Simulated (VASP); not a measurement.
# BN (I-4m2) in VASP: further runs

The runs below take BN through single point, with PBE.

Everything below comes from runs of VASP 6.6.1. Logs are shortened: lines on timing, memory, paths and dates and some standing lists are left out, and cuts for length are marked.

### Step 1. The cell of the first run

It takes space group I-4m2 (No. 119, tetragonal). The conventional cell has a = 2.483 Å, b = 2.483 Å, c = 3.862 Å, α = 90.00°, β = 90.00°, γ = 90.00°. B (site symmetry -4m2) has 4 N at 1.57 Å within 2.1 Å. Within 2.1 Å of N (site symmetry -4m2) lie 4 B at 1.57 Å.

### Step 2. Single point, PBE

File INCAR:

```
SYSTEM = BN
PREC     = Accurate       ! precision mode
ENCUT    = 520            ! plane-wave cutoff, eV
EDIFF    = 1E-7           ! SCF threshold, eV
ISMEAR   = 0              ! smearing method
SIGMA    = 0.05           ! smearing width, eV
LREAL    = .FALSE.        ! projectors in reciprocal space
LASPH    = .TRUE.         ! aspherical terms in the spheres
NELM     = 80             ! most SCF steps
ALGO     = Normal         ! electronic algorithm
ISIF     = 2              ! what is computed and relaxed
LWAVE    = .FALSE.        ! write WAVECAR
LCHARG   = .FALSE.        ! write CHGCAR
GGA      = PE             ! functional
NBANDS   = 11             ! bands
```

File KPOINTS:

```
regular mesh
0
G
  12 12 12
  0 0 0
```

File POSCAR:

```
BN
1.0
    0.0000000000      1.7556751164      1.9312426281
    1.7556751164      0.0000000000      1.9312426281
    1.7556751164      1.7556751164      0.0000000000
B N
1 1
Direct
    0.0000000000      0.0000000000      0.0000000000
    0.7500000000      0.7500000000      0.7500000000
```

Potentials or basis: VASP PAW PBE potentials, release 64 (B, N).

Run with:

```bash
$ cat potpaw_PBE.64/B/POTCAR potpaw_PBE.64/N/POTCAR > POTCAR
$ mpirun -np 1 vasp_std > vasp.out
```

OUTCAR:

```text
SYSTEM = BN
   PREC = Accurate
   ENCUT = 520
   EDIFF = 1E-7
   ISMEAR = 0
   LREAL = .FALSE.
   LASPH = .TRUE.
   NELM = 80
   ISIF = 2
   GGA = PE

 ion  position               nearest neighbor table
   1  0.000  0.000  0.000-   2 1.57   2 1.57   2 1.57   2 1.57
   2  0.750  0.750  0.750-   1 1.57   1 1.57   1 1.57   1 1.57

  LATTYP: Found a body centered tetragonal cell.
 ALAT       =     2.4828995607
 C/A-ratio  =     1.5556349187

  Lattice vectors:

 A1 = (  -1.7556751164,   0.0000000000,   1.9312426281)
 A2 = (   1.7556751164,   0.0000000000,   1.9312426281)
 A3 = (   0.0000000000,   1.7556751164,  -1.9312426281)

Analysis of symmetry for initial positions (statically):
=====================================================================
 Subroutine PRICEL returns:
 Original cell was already a primitive cell.

 Routine SETGRP: Setting up the symmetry group for a
 body centered tetragonal supercell.

 Subroutine GETGRP returns: Found  8 space group operations
 (whereof  8 operations were pure point group operations)
 out of a pool of 16 trial point group operations.

The static configuration has the point symmetry D_2d.

Analysis of symmetry for dynamics (positions and initial velocities):
=====================================================================
 Subroutine PRICEL returns:
 Original cell was already a primitive cell.

 Routine SETGRP: Setting up the symmetry group for a
 body centered tetragonal supercell.

 Subroutine GETGRP returns: Found  8 space group operations
 (whereof  8 operations were pure point group operations)
 out of a pool of 16 trial point group operations.

The dynamic configuration has the point symmetry D_2d.

 Subroutine INISYM returns: Found  8 space group operations
 (whereof  8 operations are pure point group operations),
 and found     1 'primitive' translations

----------------------------------------------------------------------------------------

                                     Primitive cell

  volume of cell :      11.9057

  direct lattice vectors                    reciprocal lattice vectors
     0.000000000  1.755675116  1.931242628    -0.284790731  0.284790731  0.258900665
     1.755675116  0.000000000  1.931242628     0.284790731 -0.284790731  0.258900665
     1.755675116  1.755675116  0.000000000     0.284790731  0.284790731 -0.258900665

  length of vectors
     2.609998698  2.609998698  2.482899561     0.478791265  0.478791265  0.478791265

  position of ions in fractional coordinates (direct lattice)
     0.000000000  0.000000000  0.000000000
     0.750000000  0.750000000  0.750000000

  ion indices of the primitive-cell ions
   primitive index   ion index
                 1           1
                 2           2

----------------------------------------------------------------------------------------

 KPOINTS: regular mesh

Automatic generation of k-mesh.
 Grid dimensions read from file:
 generate k-points for:   12   12   12

 Generating k-lattice:

  Cartesian coordinates                     Fractional coordinates (reciprocal lattice)
    -0.023732561  0.023732561  0.021575055     0.083333333  0.000000000  0.000000000
     0.023732561 -0.023732561  0.021575055     0.000000000  0.083333333  0.000000000
     0.023732561  0.023732561 -0.021575055    -0.000000000 -0.000000000  0.083333333

  Length of vectors
     0.039899272  0.039899272  0.039899272

  Shift w.r.t. Gamma in fractional coordinates (k-lattice)
     0.000000000  0.000000000  0.000000000

 Subroutine IBZKPT returns following result:
 ===========================================

 Found    163 irreducible k-points:

 Following reciprocal coordinates:
            Coordinates               Weight
  0.000000  0.000000  0.000000      1.000000
  0.083333  0.000000  0.000000      8.000000
  0.166667  0.000000  0.000000      8.000000
  0.250000  0.000000  0.000000      8.000000
  0.333333  0.000000  0.000000      8.000000
  0.416667  0.000000  0.000000      8.000000
[... 16 lines left out ...]
  0.500000  0.166667  0.000000      8.000000
 -0.416667  0.166667  0.000000      8.000000
 [... further k-points ...]
   k-points           NKPTS =    163   k-points in BZ     NKDIM =    163   number of bands    NBANDS=     11
   number of dos      NEDOS =    301   number of ions     NIONS =      2
   total plane-waves  NPLWV =   7200
   dimension x,y,z NGX =    20 NGY =   20 NGZ =   18
   dimension x,y,z NGXF=    40 NGYF=   40 NGZF=   36
   ions per type =               1   1
   NGX,Y,Z   is equivalent  to a cutoff of  12.74, 12.74, 12.05 a.u.
   NGXF,Y,Z  is equivalent  to a cutoff of  25.48, 25.48, 24.10 a.u.
 SYSTEM =  BN
   PREC   = accura    normal or accurate (medium, high low for compatibility)
   ISTART =      0    job   : 0-new  1-cont  2-samecut
   ICHARG =      2    charge: 1-file 2-atom 10-const
   ISPIN  =      1    spin polarized calculation?
   LNONCOLLINEAR =      F non collinear calculations
   LSORBIT =      F    spin-orbit coupling
   LASPH  =      T    aspherical Exc in radial PAW
   ENCUT  =  520.0 eV  38.22 Ry    6.18 a.u.   4.85  4.85  4.62*2*pi/ulx,y,z
   NELM   =     80;   NELMIN=  2; NELMDL= -5     # of ELM steps
   EDIFF  = 0.1E-06   stopping-criterion for ELM
   LREAL  =      F    real-space projection
   EDIFFG = 0.1E-05   stopping-criterion for IOM
   NSW    =      0    number of steps for IOM
   IBRION =     -1    ionic relax: 0-MD 1-quasi-New 2-CG
   NFREE  =      0    steps in history (QN), initial steepest desc. (CG)
   ISIF   =      2    stress and relaxation
   ISYM   =      2    0-nonsym 1-usesym 2-fastsym
   POTIM  = 0.5000    time-step for ionic-motion
   TEBEG  =    0.0;   TEEND  =   0.0 temperature during run
   PSTRESS=    0.0 pullay stress
   NELECT =       8.0000    total number of electrons
   NUPDOWN=      -1.0000    fix difference up-down
   EMIN   =  10.00;   EMAX   =-10.00  energy-range for DOS
   EFERMI =   0.00;   METHOD = LEGACY
   ISMEAR =     0;   SIGMA  =   0.05  broadening in eV -4-tet -1-fermi 0-gaus
   EFERMI_NEDOS =   21; number of points for ismear=-14 and -15
   IALGO  =     38    algorithm
   IMIX   =      4    mixing-type and parameters
     AMIX     =   0.40;   BMIX     =  1.00
     AMIX_MAG =   1.60;   BMIX_MAG =  1.00
  volume/ion in A,a.u.               =       5.95        40.17
  Fermi-wavevector in a.u.,A,eV,Ry     =   1.433903  2.709684 27.974638  2.056078
  Thomas-Fermi vector in A             =   2.553370
   LORBIT       =      0    0 simple, 1 ext, 2 COOP (PROOUT), +10 PAW based schemes
   GGA     = PE    functional components
   LHFCALC =     F    Hartree Fock is set to
   AEXX    =    0.0000 exact exchange contribution
   IVDW    =     0    specifies the selected vdW correction
   LEPSILON=     F    determine dielectric tensor
   LRPA    =     F    only Hartree local field effects (RPA)
 non-spin polarized calculation
 Gauss-broadening in eV      SIGMA  =   0.05
  energy-cutoff  :      520.00
  volume of cell :       11.91
 maximum number of plane-waves:       340
   NGX =  9   NGY =  9   NGZ =  9

 number of electron       8.0000000 magnetization

 Free energy of the ion-electron system (eV)
  ---------------------------------------------------
  ext. energy  EPLUGINS =         0.00000000
  ---------------------------------------------------
  free energy    TOTEN  =       -17.30140014 eV

  energy without entropy =      -17.30140014  energy(sigma->0) =      -17.30140014

 E-fermi :   7.9697     XC(G=0): -12.7934

 val. band max:        7.6871605527   @ k =   0.0000   0.0000   0.0000
 cond. band min:      11.2795338705   @ k =   0.5000   0.0000   0.5000
 fundamental gap:      3.5923733178
 Fermi energy:         7.9696910387

 k-point     1 :       0.0000    0.0000    0.0000
  band No.  band energies     occupation
      1     -12.8154      2.00000
      2       6.5947      2.00000
      3       7.6872      2.00000
      4       7.6872      2.00000
      5      15.9550      0.00000
      6      15.9550      0.00000
      7      16.6355      0.00000
      8      17.4456      0.00000
      9      31.7395      0.00000
     10      32.0221      0.00000
     11      32.7315      0.00000

 k-point     2 :       0.0833    0.0000    0.0000
  band No.  band energies     occupation
      1     -12.6464      2.00000
      2       6.1011      2.00000
      3       7.0736      2.00000
      4       7.5449      2.00000
      5      15.9525      0.00000
      6      16.2347      0.00000
      7      17.0074      0.00000
      8      18.0516      0.00000
      9      30.2499      0.00000
     10      31.8630      0.00000
     11      34.6323      0.00000

 k-point     3 :       0.1667    0.0000    0.0000
  band No.  band energies     occupation
      1     -12.1459      2.00000
      2       4.2947      2.00000
      3       6.2908      2.00000
      4       7.2000      2.00000
      5      15.9834      0.00000
      6      16.9239      0.00000
      7      17.6720      0.00000
      8      19.4443      0.00000
      9      29.2954      0.00000
     10      31.6510      0.00000
     11      32.6724      0.00000

 k-point     4 :       0.2500    0.0000    0.0000
  band No.  band energies     occupation
      1     -11.3374      2.00000
      2       1.8977      2.00000
      3       5.6392      2.00000
      4       6.8055      2.00000
      5      15.9728      0.00000
      6      17.6837      0.00000
      7      18.3036      0.00000
      8      20.8225      0.00000
      9      29.3413      0.00000
     10      31.5082      0.00000
     11      31.7624      0.00000
[... 239 lines left out ...]
 k-point    22 :       0.4167    0.1667    0.0000
  band No.  band energies     occupation
      1      -9.6314      2.00000
      2      -0.5872      2.00000
      3       3.4400      2.00000
      4       5.1744      2.00000
      5      16.5860      0.00000
      6      18.8747      0.00000
      7      20.3652      0.00000
      8      21.8501      0.00000
      9      27.2336      0.00000
     10      32.5016      0.00000
     11      35.8979      0.00000

 k-point    23 :       0.5000    0.1667    0.0000
  band No.  band energies     occupation
      1      -8.6178      2.00000
      2      -2.1828      2.00000
      3       2.7802      2.00000
      4       5.2987      2.00000
      5      16.9166      0.00000
      6      18.8730      0.00000
      7      20.2078      0.00000
      8      22.8055      0.00000
      9      28.2522      0.00000
     10      32.7812      0.00000
     11      34.9760      0.00000

 k-point    24 :      -0.4167    0.1667    0.0000
  band No.  band energies     occupation
      1      -8.2490      2.00000
      2      -2.6850      2.00000
      3       2.4220      2.00000
      4       5.6324      2.00000
      5      17.3295      0.00000
      6      18.8508      0.00000
      7      19.7784      0.00000
      8      22.7446      0.00000
      9      29.0908      0.00000
     10      32.8336      0.00000
     11      33.4126      0.00000

 [... further k-points ...]
[... 5 lines left out ...]
  --------------------------------------------------------------------------------------
  -------------------------------------------------------------------------------------
  Total        1.6502982      1.6502982     -3.2510164      0.0000000     -0.0000000     -0.0000000
  in kB      222.0843008    222.0843008   -437.4965241      0.0000000     -0.0000000     -0.0000000
  external PRESSURE =       2.2240258 kB  Pullay stress =       0.0000000 kB

 VOLUME and BASIS-vectors are now :
 -----------------------------------------------------------------------------
  energy-cutoff  :      520.00
  volume of cell :       11.91
      direct lattice vectors                 reciprocal lattice vectors
     0.000000000  1.755675116  1.931242628    -0.284790731  0.284790731  0.258900665
     1.755675116  0.000000000  1.931242628     0.284790731 -0.284790731  0.258900665
     1.755675116  1.755675116  0.000000000     0.284790731  0.284790731 -0.258900665

 POSITION                                       TOTAL-FORCE (eV/Angst)
 -----------------------------------------------------------------------------------
      0.00000      0.00000      0.00000        -0.000000     -0.000000     -0.000000
      2.63351      2.63351      2.89686         0.000000      0.000000      0.000000
 -----------------------------------------------------------------------------------
    total drift:                               -0.000000     -0.000000      0.000002

  FREE ENERGIE OF THE ION-ELECTRON SYSTEM (eV)
  ---------------------------------------------------
  free  energy   TOTEN  =       -17.3014001427 eV

  energy  without entropy=      -17.3014001427  energy(sigma->0) =      -17.30140014
```

Run time: 33 s. Hardware: 1 thread of AMD EPYC 7R13, shared host; peak memory 0.1 GiB.

What came out:

| Property | Result |
| --- | --- |
| Free energy | -17.3014 eV |
| Pressure | 0.2 GPa |
| Band gap on the k mesh | 3.59 eV, indirect (least direct gap 8.20 eV) |

Stress tensor (GPa, compression positive):
```
 22.21   0.00   0.00
  0.00  22.21   0.00
  0.00   0.00 -43.75
```

Levels at points of the mesh, in eV from the valence-band top:
| k point | band 2 | band 3 | band 4 | band 5 | band 6 | band 7 |
| --- | --- | --- | --- | --- | --- | --- |
| (0.00, 0.00, 0.00) | -1.09 | 0.00 | 0.00 | 8.27 | 8.27 | 8.95 |
| (0.50, 0.00, 0.00) | -10.96 | -3.05 | -1.50 | 8.04 | 10.80 | 11.42 |
| (0.50, 0.50, 0.00) | -10.11 | -4.32 | -4.32 | 5.26 | 10.31 | 17.17 |
| (0.50, 0.00, 0.50) | -8.75 | -5.59 | -5.58 | 3.59 | 8.14 | 16.42 |

 A k mesh can miss the band edges.

(Continued in part 2 of 2.)
